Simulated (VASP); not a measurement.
Set up this calculation in VASP 6.6.1, as the native input.

* Task: single point
* Functional: PBE
* Potentials or basis: VASP PAW PBE potentials, release 64 (Ge_d, As)
* Cutoff: 520 eV
* k mesh: 12 × 12 × 2
* Occupations: gaussian, width 0.1 eV
* Spin: no spin polarisation
* Dipole correction: no
* Further INCAR settings: ALGO = Fast; EDIFF = 1e-06; NBANDS = 63

The structure of Ge3As2 lies in POSCAR:

```
Ge3As2
1.0
    3.8045920469      0.0000000000      0.0000000000
   -1.9022960234      3.2948733637      0.0000000000
    0.0000000000      0.0000000000     18.7237231634
Ge As
6 4
Direct
    0.0000000000      0.0000000000      0.0000000000
    0.0000000000      0.0000000000      0.3259538944
    0.0000000000      0.0000000000      0.6740461056
    0.0000000000      0.0000000000      0.1740461056
    0.0000000000      0.0000000000      0.5000000000
    0.0000000000      0.0000000000      0.8259538944
    0.3333333333      0.6666666667      0.0999351675
    0.3333333333      0.6666666667      0.4000648325
    0.6666666667      0.3333333333      0.5999351675
    0.6666666667      0.3333333333      0.9000648325
```

This cell differs from its parent crystal: atoms taken out.

These files were run (other wordings do the same):

INCAR

```
SYSTEM = Ge3As2
  PREC = Accurate
  ENCUT = 520
  EDIFF = 1E-6
  ISMEAR = 0
  SIGMA = 0.1
  LREAL = .FALSE.
  LASPH = .TRUE.
  NELM = 100
  ALGO = Fast
  ISIF = 2
  LWAVE = .FALSE.
  LCHARG = .TRUE.
  GGA = PE
  LELF = .TRUE.
  LVHAR = .TRUE.
  NBANDS = 63
```

KPOINTS

```
regular mesh
0
G
  12 12 2
  0 0 0
```

Potentials or basis: VASP PAW PBE potentials, release 64 (Ge_d, As).

The run is started by

```console
$ cat potpaw_PBE.64/Ge_d/POTCAR potpaw_PBE.64/As/POTCAR > POTCAR
$ mpirun -np 1 vasp_std > vasp.out
```

It gave:

```
Pressure               : 0.1 GPa
Largest force          : 0.017 eV/Å
Band gap on the k mesh : zero (bands 52 and 53 overlap by 1.53 eV)
```

Caveat: the cell differs from its parent crystal (atoms taken out).

It took 7.5 min on 1 thread of AMD EPYC 9R45 (Zen 5) (shared host), peak memory 0.53 GiB.
